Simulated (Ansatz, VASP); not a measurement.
## One calculation of AgCl, two programs

The input INCAR:

```
SYSTEM = AgCl
PREC     = Accurate       ! precision mode
ENCUT    = 520            ! plane-wave cutoff, eV
EDIFF    = 1E-7           ! SCF threshold, eV
ISMEAR   = -1             ! smearing method
SIGMA    = 0.02           ! smearing width, eV
LREAL    = .FALSE.        ! projectors in reciprocal space
LASPH    = .TRUE.         ! aspherical terms in the spheres
NELM     = 60             ! most SCF steps
ALGO     = Normal         ! electronic algorithm
ISIF     = 2              ! what is computed and relaxed
LWAVE    = .FALSE.        ! write WAVECAR
LCHARG   = .FALSE.        ! write CHGCAR
GGA      = PE             ! functional
NBANDS   = 16             ! bands
```

Contents of KPOINTS:

```
regular mesh
0
G
  8 8 8
  0 0 0
```

Contents of POSCAR:

```
AgCl
1.0
    0.0000000000      2.7731930222      2.7731930222
    2.7731930222      0.0000000000      2.7731930222
    2.7731930222      2.7731930222      0.0000000000
Ag Cl
1 1
Direct
    0.0000000000      0.0000000000      0.0000000000
    0.5000000000      0.5000000000      0.5000000000
```

Input for Ansatz:

```yaml
crystal:
  lattice:
    - [0.0, 2.7731930222, 2.7731930222]
    - [2.7731930222, 0.0, 2.7731930222]
    - [2.7731930222, 2.7731930222, 0.0]
  atoms:
    - { symbol: Ag, position: [0.0, 0.0, 0.0] }
    - { symbol: Cl, position: [0.5, 0.5, 0.5] }
kpoints:
  mp_grid: { grid: [8, 8, 8] }
  band_path:
    path:
      - [[0.0, 0.0, 0.0], [0.5, 0.0, 0.5], [0.625, 0.25, 0.625]]
      - [[0.375, 0.375, 0.75], [0.0, 0.0, 0.0], [0.5, 0.5, 0.5], [0.5, 0.25, 0.75], [0.5, 0.0, 0.5]]
    npoints: 10
hamiltonian:
  xc: pbe
scf:
  occupations: { method: fermi_dirac, width: 0.02 }
  n_extra_bands: 4
output:
  forces: true
  stress: true
  eigenvalues: true
```

Alike in both runs: task single point; functional PBE; k mesh 8 × 8 × 8; occupations fermi-dirac, width 0.02 eV; no spin polarisation.

|  | VASP | Ansatz |
| --- | --- | --- |
| version | VASP 6.6.1 | Ansatz 0.2.0 |
| potentials or method | VASP PAW PBE potentials, release 64 (Ag, Cl) | plane waves, PAW |
| plane-wave cutoff (eV) | 520 | 420 |
| valence electrons in the cell | 18 | 26 |

Ansatz gave:

```
gap on the k mesh at the Fermi level (eV) : 0.91
pressure (GPa)                            : 1.6
```

Task: Which values does VASP return?

Result: gap on the k mesh at the Fermi level (eV): 0.91; pressure (GPa): 1.5.

VASP's potentials hold 18 valence electrons a cell and Ansatz's 26, so a difference there can come from the potentials and not from the codes.
